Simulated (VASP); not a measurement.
A run of VASP 6.6.1 is set up as follows.

Contents of INCAR:

```
PREC = Accurate ; ENCUT = 600
EDIFF = 1E-6 ; ISMEAR = -1
SIGMA = 0.02 ; LREAL = False
LASPH = True ; NELM = 80
ALGO = Normal ; ISIF = 3
LWAVE = False ; LCHARG = False
GGA = PE ; IBRION = 2
NSW = 80 ; EDIFFG = -0.005
```

The input KPOINTS:

```
Automatic mesh
0
Gamma
  6 6 4
```

Contents of POSCAR:

```
CaSe
1.0
    4.8808525784      0.0000000000      0.0000000000
   -2.4404262892      4.2269423250      0.0000000000
    0.0000000000      0.0000000000      6.1007415000
Ca Se
2 2
Direct
    0.3333333333      0.6666666667      0.2500000000
    0.6666666667      0.3333333333      0.7500000000
    0.6666666667      0.3333333333      0.2500000000
    0.3333333333      0.6666666667      0.7500000000
```

Potentials or basis: VASP PAW PBE potentials, release 64 (Ca_sv, Se).

Command:

```bash
$ cat potpaw_PBE.64/Ca_sv/POTCAR potpaw_PBE.64/Se/POTCAR > POTCAR
$ mpirun -np 1 vasp_std > vasp.out
```

(1) What does it give for the band gap on the k mesh?

(2) What does it give for the space group after relaxing (to 0.1 Å)?

(3) What does it give for the relaxed cell?

Results:

(1) 2.47 eV (least direct gap 2.54 eV).

(2) P6_3/mmc (No. 194).

(3) a = 5.035 Å, b = 5.035 Å, c = 5.901 Å, α = 90.00°, β = 90.00°, γ = 120.00°.
